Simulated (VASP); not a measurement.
# AgCl in VASP: a series of runs

AgCl is run at these levels: HSE06; tasks: single point.

Everything below comes from runs of VASP 6.6.1. Logs are shortened: lines on timing, memory, paths and dates and some standing lists are left out, and cuts for length are marked.

## 1. The cell of the first run

Symmetry: P4/mmm, No. 123, tetragonal system. Conventional cell: a = 3.406 Å, b = 3.406 Å, c = 3.386 Å, α = 90.00°, β = 90.00°, γ = 90.00°. Within 3.9 Å of Ag (site symmetry 4/mmm) lie 8 Cl at 2.94 Å and 6 Ag at 3.39 to 3.41 Å. Within 3.9 Å of Cl (site symmetry 4/mmm) lie 8 Ag at 2.94 Å and 6 Cl at 3.39 to 3.41 Å.

## 2. Single point, HSE06 (epitaxial xy strain +0.3%)

The input, POSCAR:

```
AgCl
1.0
    3.4064539236      0.0000000000      0.0000000000
    0.0000000000      3.4064539236      0.0000000000
    0.0000000000      0.0000000000      3.3859262507
Ag Cl
1 1
Direct
    0.0000000000      0.0000000000      0.0000000000
    0.5000000000      0.5000000000      0.5000000000
```

The input, INCAR.step1:

```
PREC = Accurate ; ENCUT = 520
EDIFF = 1E-5 ; ISMEAR = 0
SIGMA = 0.01 ; LREAL = F
LASPH = T ; NELM = 80
ALGO = Normal ; ISIF = 2
LWAVE = T ; LCHARG = F
GGA = PE ; NBANDS = 16
KPAR = 4
```

The input, INCAR.step2:

```
PREC = Accurate ; ENCUT = 520
EDIFF = 1E-6 ; ISMEAR = 0
SIGMA = 0.01 ; LREAL = F
LASPH = T ; NELM = 80
ALGO = Normal ; ISIF = 2
LWAVE = F ; LCHARG = F
GGA = PE ; LHFCALC = T
HFSCREEN = 0.2079 ; PRECFOCK = Normal
ISTART = 1 ; NBANDS = 16
KPAR = 4
```

The input, KPOINTS:

```
Automatic mesh
0
Gamma
  6 6 6
```

Potentials or basis: VASP PAW PBE potentials, release 64 (Ag, Cl).

Run with:

```console
> cat potpaw_PBE.64/Ag/POTCAR potpaw_PBE.64/Cl/POTCAR > POTCAR
> cp INCAR.step1 INCAR
> mpirun -np 4 vasp_std > vasp.out
> cp INCAR.step2 INCAR
> mpirun -np 4 vasp_std > vasp.out
```

OUTCAR:

```text
PREC = Accurate
   ENCUT = 520
   EDIFF = 1E-6
   ISMEAR = 0
   LREAL = F
   LASPH = T
   NELM = 80
   ISIF = 2
   GGA = PE
   LHFCALC = T
   HFSCREEN = 0.2079
   PRECFOCK = Normal
   ISTART = 1

 ion  position               nearest neighbor table
   1  0.000  0.000  0.000-   2 2.94   2 2.94   2 2.94   2 2.94   2 2.94   2 2.94   2 2.94   2 2.94

   2  0.500  0.500  0.500-   1 2.94   1 2.94   1 2.94   1 2.94   1 2.94   1 2.94   1 2.94   1 2.94

  LATTYP: Found a simple tetragonal cell.
 ALAT       =     3.4064539236
 C/A-ratio  =     0.9939738880

  Lattice vectors:

 A1 = (   3.4064539236,   0.0000000000,   0.0000000000)
 A2 = (   0.0000000000,   3.4064539236,   0.0000000000)
 A3 = (   0.0000000000,   0.0000000000,   3.3859262507)

Analysis of symmetry for initial positions (statically):
=====================================================================
 Subroutine PRICEL returns:
 Original cell was already a primitive cell.

 Routine SETGRP: Setting up the symmetry group for a
 simple tetragonal supercell.

 Subroutine GETGRP returns: Found 16 space group operations
 (whereof 16 operations were pure point group operations)
 out of a pool of 16 trial point group operations.

The static configuration has the point symmetry D_4h.

Analysis of symmetry for dynamics (positions and initial velocities):
=====================================================================
 Subroutine PRICEL returns:
 Original cell was already a primitive cell.

 Routine SETGRP: Setting up the symmetry group for a
 simple tetragonal supercell.

 Subroutine GETGRP returns: Found 16 space group operations
 (whereof 16 operations were pure point group operations)
 out of a pool of 16 trial point group operations.

The dynamic configuration has the point symmetry D_4h.

 Subroutine INISYM returns: Found 16 space group operations
 (whereof 16 operations are pure point group operations),
 and found     1 'primitive' translations

----------------------------------------------------------------------------------------

                                     Primitive cell

  volume of cell :      39.2900

  direct lattice vectors                    reciprocal lattice vectors
     3.406453924  0.000000000  0.000000000     0.293560407  0.000000000  0.000000000
     0.000000000  3.406453924  0.000000000     0.000000000  0.293560407  0.000000000
     0.000000000  0.000000000  3.385926251     0.000000000  0.000000000  0.295340160

  length of vectors
     3.406453924  3.406453924  3.385926251     0.293560407  0.293560407  0.295340160

  position of ions in fractional coordinates (direct lattice)
     0.000000000  0.000000000  0.000000000
     0.500000000  0.500000000  0.500000000

  ion indices of the primitive-cell ions
   primitive index   ion index
                 1           1
                 2           2

----------------------------------------------------------------------------------------

 KPOINTS: Automatic mesh

Automatic generation of k-mesh.
 Grid dimensions read from file:
 generate k-points for:    6    6    6

 Generating k-lattice:

  Cartesian coordinates                     Fractional coordinates (reciprocal lattice)
     0.048926734  0.000000000  0.000000000     0.166666667  0.000000000  0.000000000
     0.000000000  0.048926734  0.000000000     0.000000000  0.166666667  0.000000000
     0.000000000  0.000000000  0.049223360     0.000000000  0.000000000  0.166666667

  Length of vectors
     0.048926734  0.048926734  0.049223360

  Shift w.r.t. Gamma in fractional coordinates (k-lattice)
     0.000000000  0.000000000  0.000000000

 Subroutine IBZKPT returns following result:
 ===========================================

 Found     40 irreducible k-points:

 Following reciprocal coordinates:
            Coordinates               Weight
  0.000000  0.000000  0.000000      1.000000
  0.166667  0.000000  0.000000      4.000000
  0.333333  0.000000  0.000000      4.000000
  0.500000  0.000000  0.000000      2.000000
  0.166667  0.166667  0.000000      4.000000
  0.333333  0.166667  0.000000      8.000000
[... 16 lines left out ...]
  0.333333  0.000000  0.333333      8.000000
  0.500000  0.000000  0.333333      4.000000
 [... further k-points ...]
   k-points           NKPTS =     40   k-points in BZ     NKDIM =    216   number of bands    NBANDS=     16
   number of dos      NEDOS =    301   number of ions     NIONS =      2
   total plane-waves  NPLWV =  21952
   dimension x,y,z NGX =    28 NGY =   28 NGZ =   28
   dimension x,y,z NGXF=    56 NGYF=   56 NGZF=   56
   ions per type =               1   1
   NGX,Y,Z   is equivalent  to a cutoff of  13.66, 13.66, 13.75 a.u.
   NGXF,Y,Z  is equivalent  to a cutoff of  27.33, 27.33, 27.50 a.u.
 SYSTEM =  unknown system
   PREC   = accura    normal or accurate (medium, high low for compatibility)
   ISTART =      1    job   : 0-new  1-cont  2-samecut
   ICHARG =      0    charge: 1-file 2-atom 10-const
   ISPIN  =      1    spin polarized calculation?
   LNONCOLLINEAR =      F non collinear calculations
   LSORBIT =      F    spin-orbit coupling
   LASPH  =      T    aspherical Exc in radial PAW
   ENCUT  =  520.0 eV  38.22 Ry    6.18 a.u.   6.33  6.33  6.30*2*pi/ulx,y,z
   NELM   =     80;   NELMIN=  2; NELMDL=  0     # of ELM steps
   EDIFF  = 0.1E-05   stopping-criterion for ELM
   LREAL  =      F    real-space projection
   EDIFFG = 0.1E-04   stopping-criterion for IOM
   NSW    =      0    number of steps for IOM
   IBRION =     -1    ionic relax: 0-MD 1-quasi-New 2-CG
   NFREE  =      0    steps in history (QN), initial steepest desc. (CG)
   ISIF   =      2    stress and relaxation
   ISYM   =      3    0-nonsym 1-usesym 2-fastsym
   POTIM  = 0.5000    time-step for ionic-motion
   TEBEG  =    0.0;   TEEND  =   0.0 temperature during run
   PSTRESS=    0.0 pullay stress
   NELECT =      18.0000    total number of electrons
   NUPDOWN=      -1.0000    fix difference up-down
   EMIN   =  10.00;   EMAX   =-10.00  energy-range for DOS
   EFERMI =   0.00;   METHOD = LEGACY
   ISMEAR =     0;   SIGMA  =   0.01  broadening in eV -4-tet -1-fermi 0-gaus
   EFERMI_NEDOS =   21; number of points for ismear=-14 and -15
   IALGO  =     38    algorithm
   IMIX   =      1    mixing-type and parameters
     AMIX     =   0.40;   BMIX     =  1.00
     AMIX_MAG =   1.60;   BMIX_MAG =  1.00
  volume/ion in A,a.u.               =      19.65       132.57
  Fermi-wavevector in a.u.,A,eV,Ry     =   1.262035  2.384901 21.670448  1.592733
  Thomas-Fermi vector in A             =   2.395464
   LORBIT       =      0    0 simple, 1 ext, 2 COOP (PROOUT), +10 PAW based schemes
   GGA     = PE    functional components
   LHFCALC =     T    Hartree Fock is set to
   PRECFOCK=normal    Normal, Fast or Accurate (Low or Medium for compatibility)
   ENCUT4O =  -1.0   cutoff for four orbital integrals eV
   NKREDX  =     1    reduce k-point grid by
   NKREDY  =     1    reduce k-point grid by
   NKREDZ  =     1    reduce k-point grid by
   AEXX    =    0.2500 exact exchange contribution
   HFSCREEN=    0.2079 screening length (either q_TF or 0.3 A-1)
   HFSCREENC=   0.2079 screening length for correlation (either q_TF or 0.3 A-1)
   ENCUTFOCK=  -1.0 apply spherical cutoff to Coloumb kernel
   IVDW    =     0    specifies the selected vdW correction
   LEPSILON=     F    determine dielectric tensor
   LRPA    =     F    only Hartree local field effects (RPA)
 non-spin polarized calculation
 Gauss-broadening in eV      SIGMA  =   0.01
  energy-cutoff  :      520.00
  volume of cell :       39.29
 maximum number of plane-waves:      1076
 NGX is ok and might be reduce to    28
  NGX = 20; NGY = 20; NGZ = 20

 number of electron      18.0000003 magnetization

 Free energy of the ion-electron system (eV)
  ---------------------------------------------------
  ext. energy  EPLUGINS =         0.00000000
  ---------------------------------------------------
  free energy    TOTEN  =        -6.34773530 eV

  energy without entropy =       -6.34773530  energy(sigma->0) =       -6.34773530

 E-fermi :   3.4163     XC(G=0):  -8.6640

 val. band max:        3.3179514893   @ k =   0.5000   0.0000   0.0000
 cond. band min:       5.3030165500   @ k =   0.0000   0.0000   0.0000
 fundamental gap:      1.9850650607
 Fermi energy:         3.4163020540

 k-point     1 :       0.0000    0.0000    0.0000
  band No.  band energies     occupation
      1     -12.6625      2.00000
      2      -0.0462      2.00000
      3      -0.0345      2.00000
      4       0.9325      2.00000
      5       0.9400      2.00000
      6       0.9400      2.00000
[... 8 lines left out ...]
     15      19.2297      0.00000
     16      21.6386      0.00000

 k-point     2 :       0.1667    0.0000    0.0000
  band No.  band energies     occupation
      1     -12.5392      2.00000
      2      -0.3338      2.00000
      3      -0.0067      2.00000
      4       0.4922      2.00000
      5       0.5201      2.00000
      6       0.9530      2.00000
[... 8 lines left out ...]
     15      18.5445      0.00000
     16      21.5885      0.00000

 k-point     3 :       0.3333    0.0000    0.0000
  band No.  band energies     occupation
      1     -12.2723      2.00000
      2      -1.5615      2.00000
      3       0.0298      2.00000
      4       0.0664      2.00000
      5       0.0675      2.00000
      6       0.9791      2.00000
[... 8 lines left out ...]
     15      20.2467      0.00000
     16      21.3530      0.00000

 k-point     4 :       0.5000    0.0000    0.0000
  band No.  band energies     occupation
      1     -12.1268      2.00000
      2      -2.1602      2.00000
      3      -0.1392      2.00000
      4      -0.1004      2.00000
      5       0.1053      2.00000
      6       0.9923      2.00000
[... 8 lines left out ...]
     15      20.9453      0.00000
     16      21.2380      0.00000
[... 324 lines left out ...]
 k-point    22 :       0.1667    0.0000    0.3333
  band No.  band energies     occupation
      1     -12.1672      2.00000
      2      -1.3471      2.00000
      3      -0.1683      2.00000
      4       0.1378      2.00000
      5       0.2511      2.00000
      6       0.8639      2.00000
[... 8 lines left out ...]
     15      20.1604      0.00000
     16      20.5550      0.00000

 k-point    23 :       0.3333    0.0000    0.3333
  band No.  band energies     occupation
      1     -11.9706      2.00000
      2      -1.0511      2.00000
      3      -0.4244      2.00000
      4       0.3377      2.00000
      5       0.3698      2.00000
      6       0.7024      2.00000
[... 8 lines left out ...]
     15      19.1414      0.00000
     16      20.8471      0.00000

 k-point    24 :       0.5000    0.0000    0.3333
  band No.  band energies     occupation
      1     -11.8660      2.00000
      2      -1.1330      2.00000
      3      -0.4409      2.00000
      4       0.3776      2.00000
      5       0.3806      2.00000
      6       0.7087      2.00000
[... 8 lines left out ...]
     15      19.1713      0.00000
     16      21.8406      0.00000

 [... further k-points ...]

------------------------ aborting loop because EDIFF is reached ----------------------------------------

  FORCE on cell =-STRESS in cart. coord.  units (eV):
  Direction    XX          YY          ZZ          XY          YZ          ZX
  --------------------------------------------------------------------------------------
  -------------------------------------------------------------------------------------
  Total        0.1919847      0.1919847      0.2827487      0.0000000      0.0000000     -0.0000000
  in kB        7.8287911      7.8287911     11.5299812      0.0000000      0.0000000     -0.0000000
  external PRESSURE =       9.0625212 kB  Pullay stress =       0.0000000 kB

 VOLUME and BASIS-vectors are now :
 -----------------------------------------------------------------------------
  energy-cutoff  :      520.00
  volume of cell :       39.29
      direct lattice vectors                 reciprocal lattice vectors
     3.406453924  0.000000000  0.000000000     0.293560407  0.000000000  0.000000000
     0.000000000  3.406453924  0.000000000     0.000000000  0.293560407  0.000000000
     0.000000000  0.000000000  3.385926251     0.000000000  0.000000000  0.295340160

 POSITION                                       TOTAL-FORCE (eV/Angst)
 -----------------------------------------------------------------------------------
      0.00000      0.00000      0.00000         0.000000      0.000000      0.000000
      1.70323      1.70323      1.69296         0.000000      0.000000      0.000000
 -----------------------------------------------------------------------------------
    total drift:                               -0.000019     -0.000047      0.000011

  FREE ENERGIE OF THE ION-ELECTRON SYSTEM (eV)
  ---------------------------------------------------
  free  energy   TOTEN  =        -6.3477352953 eV

  energy  without entropy=       -6.3477352953  energy(sigma->0) =       -6.34773530
```

It took 17 min on 4 MPI ranks of Intel Xeon Platinum 8259CL at 2.50GHz (Skylake/Cascade Lake), shared host; peak memory 0.28 GiB.

Results:

| Item | Value |
| --- | --- |
| Free energy | -6.3477 eV |
| Pressure | 0.9 GPa |
| Band gap on the k mesh | 1.99 eV (least direct gap 3.51 eV) |

Stress tensor (GPa, compression positive):
```
0.78 0.00 0.00
0.00 0.78 0.00
0.00 0.00 1.15
```

Caveat: the cell differs from its parent crystal (epitaxial xy strain +0.3%); the structure was generated, so it needn't be the stable form of AgCl; the PAW data sets were made with another functional, which shifts forces and pressure a little. A k mesh can miss the band edges.

## 3. Single point, HSE06 (shear xy strain -2.5%)

The input, POSCAR:

```
AgCl
1.0
    3.3955880419     -0.0419355123      0.0000000000
   -0.0419355123      3.3955880419      0.0000000000
    0.0000000000      0.0000000000      3.3955880419
Ag Cl
1 1
Direct
    0.0000000000      0.0000000000      0.0000000000
    0.5000000000      0.5000000000      0.5000000000
```

The input, INCAR.step1:

```
ALGO = Normal
EDIFF = 1E-5
ENCUT = 520
GGA = PE
ISIF = 2
ISMEAR = 0
LASPH = T
LREAL = F
LWAVE = T
NBANDS = 16
NELM = 100
PREC = Accurate
SIGMA = 0.01
```

The input, INCAR.step2:

```
ALGO = Normal
EDIFF = 1E-7
ENCUT = 520
GGA = PE
HFSCREEN = 0.2079
ISIF = 2
ISMEAR = 0
ISTART = 1
LASPH = T
LCHARG = T
LELF = T
LHFCALC = T
LREAL = F
LVHAR = T
LWAVE = F
NBANDS = 16
NELM = 100
PREC = Accurate
PRECFOCK = Normal
SIGMA = 0.01
```

The input, KPOINTS:

```
k-points
0
Gamma
  6 6 6
```

Potentials or basis: VASP PAW PBE potentials, release 64 (Ag, Cl).

Run with:

```console
> cat potpaw_PBE.64/Ag/POTCAR potpaw_PBE.64/Cl/POTCAR > POTCAR
> cp INCAR.step1 INCAR
> mpirun -np 1 vasp_std > vasp.out
> cp INCAR.step2 INCAR
> mpirun -np 1 vasp_std > vasp.out
```

Run time: 85 min. Hardware: 1 thread of Intel Xeon 6975P-C (Granite Rapids), shared host; peak memory 0.31 GiB.

The run converged. Its results:

```yaml
Free_energy: -6.3477 eV
Pressure: 1.2 GPa
Band_gap_on_the_k_mesh: 1.92 eV (least direct gap 3.52 eV)
```

Stress tensor (GPa, compression positive):
```
 1.15 -0.26  0.00
-0.26  1.15  0.00
 0.00  0.00  1.15
```

Levels at points of the mesh, in eV from the valence-band top:
```tsv
k point	band 7	band 8	band 9	band 10	band 11	band 12
(0.00, 0.00, 0.00)	-1.71	-1.66	-1.60	1.92	10.74	10.74
(0.50, 0.00, 0.00)	-1.93	-0.09	-0.08	6.24	7.37	10.64
(0.50, 0.50, 0.00)	-2.76	-2.07	-0.95	4.14	10.56	10.85
(0.00, 0.00, 0.50)	-1.93	-0.17	0.00	6.25	7.37	10.67
(0.50, 0.00, 0.50)	-2.75	-2.07	-0.95	4.13	10.70	10.71
(0.50, 0.50, 0.50)	-0.47	-0.40	-0.33	5.85	5.96	6.08
```

Caveat: the cell differs from its parent crystal (shear xy strain -2.5%); the structure was generated, so it needn't be the stable form of AgCl; the PAW data sets were made with another functional, which shifts forces and pressure a little.
